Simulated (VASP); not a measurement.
Input of a VASP 6.6.1 run:

File INCAR:

```
PREC = Accurate
ENCUT = 520
EDIFF = 1E-6
ISMEAR = -1
SIGMA = 0.05
LREAL = F
LASPH = T
NELM = 100
ALGO = Normal
ISIF = 2
LWAVE = F
LCHARG = F
GGA = PE
NBANDS = 11
```

The input KPOINTS:

```
Automatic mesh
0
Gamma
  4 4 4
```

The input POSCAR:

```
Si
1.0
    0.0000000000      2.7354874751      2.7354874751
    2.7354874751      0.0000000000      2.7354874751
    2.7354874751      2.7354874751      0.0000000000
Si
2
Direct
    0.5000000000      0.5000000000      0.5000000000
    0.7500000000      0.7500000000      0.7500000000
```

Potentials or basis: VASP PAW PBE potentials, release 64 (Si).

Launch:

```bash
$ cat potpaw_PBE.64/Si/POTCAR > POTCAR
$ mpirun -np 1 vasp_std > vasp.out
```

(1) Estimate the pressure.

(2) Estimate the band gap on the k mesh.

Answers

(1) 0.5 GPa.

(2) 0.74 eV, indirect (least direct gap 2.54 eV).

Caveat: the k points lie up to 0.50 Å⁻¹ apart.
